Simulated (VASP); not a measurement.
# K8Mg8NF24 (a cell with a defect) in VASP: single point with PBEsol

Aim: the single point of K8Mg8NF24 (a cell with a defect) with PBEsol.

Program: VASP 6.6.1. These are calculated values, not measurements. Logs are shortened: lines on timing, memory, paths and dates and some standing lists are left out, and cuts for length are marked.

## 1. The cell of the first run

The cell holds a defect, 41 atoms: a = 7.983 Å, b = 7.983 Å, c = 7.983 Å, α = 90.00°, β = 90.00°, γ = 90.00°.

## 2. Single point, PBEsol

Input file INCAR:

```
PREC = Accurate ; ENCUT = 520
EDIFF = 1E-6 ; ISMEAR = -1
SIGMA = 0.05 ; LREAL = Auto
LASPH = True ; NELM = 100
ALGO = Normal ; ISIF = 2
LWAVE = False ; LCHARG = False
GGA = PS ; NBANDS = 156
NELECT = 262.0 ; ISYM = 0
```

Input file KPOINTS:

```
Automatic mesh
0
Gamma
  1 1 1
  0.25 0.25 0.25
```

Input file POSCAR:

```
K8Mg8NF24
1.0
    7.9825440000      0.0000000000      0.0000000000
    0.0000000000      7.9825440000      0.0000000000
    0.0000000000      0.0000000000      7.9825440000
K Mg F N
8 8 24 1
Direct
    0.9932370000      0.9996580000      0.0111070000
    0.0069550000      0.9996350000      0.5120210000
    0.9850980000      0.4996950000      0.0141390000
    0.0069180000      0.4995840000      0.5046060000
    0.4959260000      0.9996690000      0.0129290000
    0.4946130000      0.9995350000      0.5094290000
    0.5483390000      0.4994880000      0.0026000000
    0.4879700000      0.4995020000      0.4996340000
    0.2462330000      0.2472090000      0.2600840000
    0.2501330000      0.2484780000      0.7652900000
    0.2461960000      0.7518880000      0.2600660000
    0.2501170000      0.7508900000      0.7652900000
    0.7482790000      0.2454880000      0.2618640000
    0.7509550000      0.2484830000      0.7565190000
    0.7482720000      0.7536540000      0.2618490000
    0.7509340000      0.7507480000      0.7565170000
    0.2401170000      0.2041860000      0.0077460000
    0.2525320000      0.2451490000      0.5175080000
    0.2401120000      0.7955000000      0.0077070000
    0.2525480000      0.7542160000      0.5175050000
    0.7556280000      0.2481260000      0.0080810000
    0.7442030000      0.2490810000      0.5102560000
    0.7556040000      0.7510440000      0.0080600000
    0.7442290000      0.7500950000      0.5102410000
    0.9907840000      0.2205300000      0.2644960000
    0.9983370000      0.2473760000      0.7575180000
    0.9908530000      0.7786450000      0.2644860000
    0.9983320000      0.7519280000      0.7574630000
    0.5030750000      0.2476320000      0.2524990000
    0.5024300000      0.2540390000      0.7669500000
    0.5030190000      0.7514830000      0.2525450000
    0.5023730000      0.7452620000      0.7669860000
    0.2592120000      0.9996130000      0.2794830000
    0.2555490000      0.9997100000      0.7451880000
    0.2730580000      0.5001660000      0.0791160000
    0.2464040000      0.4996560000      0.7560810000
    0.7338780000      0.9995420000      0.2599910000
    0.7471430000      0.9996150000      0.7578230000
    0.7564780000      0.4995890000      0.2612960000
    0.7570470000      0.4996240000      0.7546260000
    0.2270700000      0.4994930000      0.2696000000
```

Potentials or basis: VASP PAW PBE potentials, release 64 (K_sv, Mg, F, N).

Started as:

```bash
$ cat potpaw_PBE.64/K_sv/POTCAR potpaw_PBE.64/Mg/POTCAR potpaw_PBE.64/F/POTCAR potpaw_PBE.64/N/POTCAR > POTCAR
$ mpirun -np 1 vasp_std > vasp.out
```

OUTCAR:

```text
PREC = Accurate
   ENCUT = 520
   EDIFF = 1E-6
   ISMEAR = -1
   LREAL = Auto
   LASPH = True
   NELM = 100
   ISIF = 2
   GGA = PS
   NELECT = 262.0
   ISYM = 0

 ion  position               nearest neighbor table
   1  0.993  1.000  0.011-  19 2.56  17 2.56  25 2.68  27 2.68  21 2.74  23 2.75  38 2.82  26 2.83
                            28 2.83  13 3.42  15 3.42  14 3.44  16 3.44   9 3.45  11 3.46  12 3.46
   2  0.007  1.000  0.512-  25 2.65  27 2.65  34 2.72  33 2.74  20 2.77  18 2.77  28 2.78  26 2.78
                            38 2.86   9 3.41  11 3.41  12 3.43  10 3.44  14 3.45  16 3.45  13 3.48
   3  0.985  0.500  0.014-  35 2.36  39 2.69  23 2.72  21 2.72  40 2.76  15 3.40  13 3.41  16 3.43
                            14 3.43   7 3.49  11 3.50   9 3.50  12 3.53  10 3.53
   4  0.007  0.500  0.505-  41 2.57  36 2.77  39 2.79  40 2.82  18 2.82  20 2.83  26 2.85  28 2.85
                            11 3.39   9 3.39  10 3.48  12 3.48  15 3.48  13 3.48  14 3.50  16 3.50
   5  0.496  1.000  0.013-  19 2.61  17 2.61  37 2.74  29 2.75  31 2.75  30 2.83  32 2.83  33 2.85
                            38 2.86  12 3.42  10 3.42   9 3.43  11 3.43  13 3.44  15 3.44  14 3.50
   6  0.495  1.000  0.509-  33 2.63  34 2.68  20 2.75  18 2.75  37 2.76  24 2.82  22 2.82  38 2.83
                            31 2.85  29 2.85   9 3.44  11 3.44  15 3.44  13 3.44  12 3.45  10 3.45
   7  0.548  0.499  0.003-  35 2.28  40 2.59  21 2.60  23 2.60  39 2.65  30 2.74  32 2.74  29 2.86
                            31 2.86  14 3.24  16 3.24  13 3.31  15 3.31   3 3.49  10 3.64  12 3.64
   8  0.488  0.500  0.500-  18 2.77  20 2.77  41 2.78  36 2.81  29 2.82  31 2.82   9 3.38  11 3.38
                            13 3.47  15 3.47  10 3.48  12 3.48  14 3.55  16 3.55
   9  0.246  0.247  0.260-  33 1.99  41 2.02  17 2.04  25 2.05  29 2.05  18 2.06  35 2.49   8 3.38
[... 5 lines left out ...]
  12  0.250  0.751  0.765-  19 1.97  20 1.98  34 1.99  36 2.01  28 2.01  32 2.01   5 3.42   2 3.43
                             6 3.45   1 3.46   4 3.48   8 3.48   3 3.53   7 3.64
  13  0.748  0.245  0.262-  25 1.95  29 1.96  37 1.97  22 1.98  21 2.03  39 2.03   7 3.31   3 3.41
                             1 3.42   5 3.44   6 3.44   8 3.47   2 3.48   4 3.48
  14  0.751  0.248  0.757-  22 1.97  26 1.97  30 1.99  38 1.99  40 2.01  21 2.01   7 3.24   3 3.43
                             1 3.44   2 3.45   6 3.47   4 3.50   5 3.50   8 3.55
  15  0.748  0.754  0.262-  27 1.95  31 1.96  37 1.97  24 1.98  23 2.03  39 2.03   7 3.31   3 3.40
                             1 3.42   6 3.44   5 3.44   8 3.47   2 3.48   4 3.48
  16  0.751  0.751  0.757-  24 1.97  28 1.97  32 1.99  38 1.99  40 2.01  23 2.01   7 3.24   3 3.43
                             1 3.44   2 3.45   6 3.47   4 3.50   5 3.50   8 3.55
  17  0.240  0.204  0.008-  10 1.97   9 2.04   1 2.56   5 2.61
  18  0.253  0.245  0.518-  10 1.98   9 2.06   6 2.75   8 2.77   2 2.77   4 2.82
  19  0.240  0.795  0.008-  12 1.97  11 2.04   1 2.56   5 2.61
  20  0.253  0.754  0.518-  12 1.98  11 2.06   6 2.75   2 2.77   8 2.77   4 2.83
  21  0.756  0.248  0.008-  14 2.01  13 2.03   7 2.60   3 2.72   1 2.74
  22  0.744  0.249  0.510-  14 1.97  13 1.98   6 2.82
  23  0.756  0.751  0.008-  16 2.01  15 2.03   7 2.60   3 2.72   1 2.75
  24  0.744  0.750  0.510-  16 1.97  15 1.98   6 2.82
  25  0.991  0.221  0.264-  13 1.95   9 2.05   2 2.65   1 2.68
  26  0.998  0.247  0.758-  14 1.97  10 2.01   2 2.78   1 2.83   4 2.85
  27  0.991  0.779  0.264-  15 1.95  11 2.05   2 2.65   1 2.68
  28  0.998  0.752  0.757-  16 1.97  12 2.01   2 2.78   1 2.83   4 2.85
  29  0.503  0.248  0.252-  13 1.96   9 2.05   5 2.75   8 2.82   6 2.85   7 2.86
  30  0.502  0.254  0.767-  14 1.99  10 2.01   7 2.74   5 2.83
  31  0.503  0.751  0.253-  15 1.96  11 2.05   5 2.75   8 2.82   6 2.85   7 2.86
  32  0.502  0.745  0.767-  16 1.99  12 2.01   7 2.74   5 2.83
  33  0.259  1.000  0.279-   9 1.99  11 1.99   6 2.63   2 2.74   5 2.85
  34  0.256  1.000  0.745-  10 1.99  12 1.99   6 2.68   2 2.72
  35  0.273  0.500  0.079-  41 1.56   7 2.28   3 2.36  11 2.48   9 2.49
  36  0.246  0.500  0.756-  10 2.01  12 2.01   4 2.77   8 2.81
  37  0.734  1.000  0.260-  15 1.97  13 1.97   5 2.74   6 2.76
  38  0.747  1.000  0.758-  16 1.99  14 1.99   1 2.82   6 2.83   2 2.86   5 2.86
  39  0.756  0.500  0.261-  15 2.03  13 2.03   7 2.65   3 2.69   4 2.79
  40  0.757  0.500  0.755-  16 2.01  14 2.01   7 2.59   3 2.76   4 2.82
  41  0.227  0.499  0.270-  35 1.56   9 2.02  11 2.02   4 2.57   8 2.78

IMPORTANT INFORMATION: All symmetrisations will be switched off!
NOSYMM: (Re-)initialisation of all symmetry stuff for point group C_1.

----------------------------------------------------------------------------------------

                                     Primitive cell

  volume of cell :     508.6558

  direct lattice vectors                    reciprocal lattice vectors
     7.982544000  0.000000000  0.000000000     0.125273346  0.000000000  0.000000000
     0.000000000  7.982544000  0.000000000     0.000000000  0.125273346  0.000000000
     0.000000000  0.000000000  7.982544000     0.000000000  0.000000000  0.125273346

  length of vectors
     7.982544000  7.982544000  7.982544000     0.125273346  0.125273346  0.125273346

  position of ions in fractional coordinates (direct lattice)
[... 100 lines left out ...]

  Length of vectors
     0.125273346  0.125273346  0.125273346

  Shift w.r.t. Gamma in fractional coordinates (k-lattice)
     0.250000000  0.250000000  0.250000000

 Subroutine IBZKPT returns following result:
 ===========================================

 Found      4 irreducible k-points:

 Following reciprocal coordinates:
            Coordinates               Weight
  0.250000  0.250000  0.250000      2.000000
 -0.250000  0.250000  0.250000      2.000000
 -0.250000 -0.250000  0.250000      2.000000
  0.250000 -0.250000  0.250000      2.000000
   k-points           NKPTS =      4   k-points in BZ     NKDIM =      4   number of bands    NBANDS=    156
   number of dos      NEDOS =    301   number of ions     NIONS =     41
   total plane-waves  NPLWV = 216000
   dimension x,y,z NGX =    60 NGY =   60 NGZ =   60
   dimension x,y,z NGXF=   120 NGYF=  120 NGZF=  120
   ions per type =               8   8  24   1
   NGX,Y,Z   is equivalent  to a cutoff of  12.50, 12.50, 12.50 a.u.
   NGXF,Y,Z  is equivalent  to a cutoff of  24.99, 24.99, 24.99 a.u.
 SYSTEM =  unknown system
   PREC   = accura    normal or accurate (medium, high low for compatibility)
   ISTART =      0    job   : 0-new  1-cont  2-samecut
   ICHARG =      2    charge: 1-file 2-atom 10-const
   ISPIN  =      1    spin polarized calculation?
   LNONCOLLINEAR =      F non collinear calculations
   LSORBIT =      F    spin-orbit coupling
   LASPH  =      T    aspherical Exc in radial PAW
   ENCUT  =  520.0 eV  38.22 Ry    6.18 a.u.  14.84 14.84 14.84*2*pi/ulx,y,z
   NELM   =    100;   NELMIN=  2; NELMDL= -5     # of ELM steps
   EDIFF  = 0.1E-05   stopping-criterion for ELM
   LREAL  =      T    real-space projection
   EDIFFG = 0.1E-04   stopping-criterion for IOM
   NSW    =      0    number of steps for IOM
   IBRION =     -1    ionic relax: 0-MD 1-quasi-New 2-CG
   NFREE  =      0    steps in history (QN), initial steepest desc. (CG)
   ISIF   =      2    stress and relaxation
   ISYM   =      0    0-nonsym 1-usesym 2-fastsym
   POTIM  = 0.5000    time-step for ionic-motion
   TEBEG  =    0.0;   TEEND  =   0.0 temperature during run
   PSTRESS=    0.0 pullay stress
   NELECT =     262.0000    total number of electrons
   NUPDOWN=      -1.0000    fix difference up-down
   EMIN   =  10.00;   EMAX   =-10.00  energy-range for DOS
   EFERMI =   0.00;   METHOD = LEGACY
   ISMEAR =    -1;   SIGMA  =   0.05  broadening in eV -4-tet -1-fermi 0-gaus
   EFERMI_NEDOS =   21; number of points for ismear=-14 and -15
   IALGO  =     38    algorithm
   IMIX   =      4    mixing-type and parameters
     AMIX     =   0.40;   BMIX     =  1.00
     AMIX_MAG =   1.60;   BMIX_MAG =  1.00
  volume/ion in A,a.u.               =      12.41        83.72
  Fermi-wavevector in a.u.,A,eV,Ry     =   1.312302  2.479892 23.431106  1.722138
  Thomas-Fermi vector in A             =   2.442704
   LORBIT       =      0    0 simple, 1 ext, 2 COOP (PROOUT), +10 PAW based schemes
   GGA     = PS    functional components
   LHFCALC =     F    Hartree Fock is set to
   AEXX    =    0.0000 exact exchange contribution
   IVDW    =     0    specifies the selected vdW correction
   LEPSILON=     F    determine dielectric tensor
   LRPA    =     F    only Hartree local field effects (RPA)
 non-spin polarized calculation
  energy-cutoff  :      520.00
  volume of cell :      508.66
 maximum number of plane-waves:     13679
   NGX = 29   NGY = 29   NGZ = 29

 number of electron     261.9999924 magnetization

 Free energy of the ion-electron system (eV)
  ---------------------------------------------------
  ext. energy  EPLUGINS =         0.00000000
  ---------------------------------------------------
  free energy    TOTEN  =      -201.58088972 eV

  energy without entropy =     -201.58088972  energy(sigma->0) =     -201.58088972

 E-fermi :   4.0932     XC(G=0): -10.0754

 val. band max:        2.7934184766   @ k =  -0.2500  -0.2500   0.2500
 cond. band min:       5.6662829555   @ k =  -0.2500  -0.2500   0.2500
 fundamental gap:      2.8728644789
 Fermi energy:         4.0932315445

 k-point     1 :       0.2500    0.2500    0.2500
  band No.  band energies     occupation
      1     -27.1222      2.00000
      2     -27.0791      2.00000
      3     -27.0450      2.00000
      4     -27.0248      2.00000
      5     -27.0016      2.00000
      6     -26.9740      2.00000
[... 573 lines left out ...]
    142       9.0453      0.00000
    143       9.1715      0.00000
 [bands above 143 left out]

------------------------ aborting loop because EDIFF is reached ----------------------------------------

  FORCE on cell =-STRESS in cart. coord.  units (eV):
  Direction    XX          YY          ZZ          XY          YZ          ZX
  --------------------------------------------------------------------------------------
  -------------------------------------------------------------------------------------
  Total       13.2218590     14.2863445      9.9490811     -0.0080493     -0.0048307     -0.8606181
  in kB       41.6465606     44.9995051     31.3378784     -0.0253538     -0.0152159     -2.7107977
  external PRESSURE =      39.3279814 kB  Pullay stress =       0.0000000 kB

 VOLUME and BASIS-vectors are now :
 -----------------------------------------------------------------------------
  energy-cutoff  :      520.00
  volume of cell :      508.66
      direct lattice vectors                 reciprocal lattice vectors
     7.982544000  0.000000000  0.000000000     0.125273346  0.000000000  0.000000000
     0.000000000  7.982544000  0.000000000     0.000000000  0.125273346  0.000000000
     0.000000000  0.000000000  7.982544000     0.000000000  0.000000000  0.125273346

 POSITION                                       TOTAL-FORCE (eV/Angst)
 -----------------------------------------------------------------------------------
      7.92856      7.97981      0.08866        -0.007942      0.001465     -0.007629
      0.05552      7.97963      4.08723        -0.010338     -0.001805      0.002779
      7.86359      3.98884      0.11287        -0.009354     -0.003534     -0.020857
      0.05522      3.98795      4.02804        -0.005671     -0.000083      0.005709
      3.95875      7.97990      0.10321         0.005967     -0.001849     -0.010686
      3.94827      7.97883      4.06654         0.009761     -0.000237      0.005199
[... 33 lines left out ...]
      6.04316      3.98827      6.02384        -0.003829     -0.002071     -0.010003
      1.81260      3.98722      2.15209        -0.010924      0.006938      0.099261
 -----------------------------------------------------------------------------------
    total drift:                                0.011312     -0.008017      0.005312

  FREE ENERGIE OF THE ION-ELECTRON SYSTEM (eV)
  ---------------------------------------------------
  free  energy   TOTEN  =      -201.5808897227 eV

  energy  without entropy=     -201.5808897227  energy(sigma->0) =     -201.58088972
```

Wall time 12 min (1 thread of AMD EPYC 7R43 (Zen 3), shared host); peak memory 0.57 GiB.

Results:

```yaml
Free_energy: -201.5809 eV
Largest_force: 0.100 eV/Å
```

Forces on the atoms (eV/Å):
```
K   -0.008  0.001 -0.008
K   -0.010 -0.002  0.003
K   -0.009 -0.004 -0.021
K   -0.006  0.000  0.006
K    0.006 -0.002 -0.011
K    0.010  0.000  0.005
K    0.013 -0.001  0.004
K    0.009  0.002  0.007
Mg   0.001 -0.011  0.000
Mg  -0.001 -0.003  0.001
Mg   0.003  0.010  0.000
Mg  -0.001  0.003  0.002
Mg   0.000 -0.004  0.002
Mg   0.001 -0.002 -0.002
Mg   0.000  0.004  0.003
Mg   0.001  0.002 -0.003
F    0.004  0.018  0.000
F    0.000  0.001  0.002
F    0.000 -0.011 -0.001
F   -0.002  0.000  0.004
F   -0.003 -0.006 -0.001
F    0.005  0.002  0.002
F   -0.002  0.007  0.000
F    0.006 -0.002  0.003
F    0.001  0.011 -0.001
F    0.004  0.004  0.002
F   -0.003 -0.011 -0.004
F    0.003 -0.005  0.005
F    0.001 -0.004  0.004
F   -0.002 -0.001 -0.004
F    0.001  0.002  0.002
F    0.001  0.003 -0.004
F   -0.007 -0.002 -0.015
F   -0.003  0.001  0.005
F    0.001 -0.007 -0.093
F   -0.002 -0.001  0.007
F    0.007  0.003  0.001
F    0.001 -0.001  0.000
F   -0.004  0.000  0.010
F   -0.004 -0.002 -0.010
N   -0.011  0.007  0.099
```

Caveat: the k points lie up to 0.79 Å⁻¹ apart; the cell carries a net charge on a neutralising background, which shifts energy and pressure; the cell is charged against a uniform background, so pressure and absolute levels hang on convention; the PAW data sets were made with another functional, which shifts forces and pressure a little.
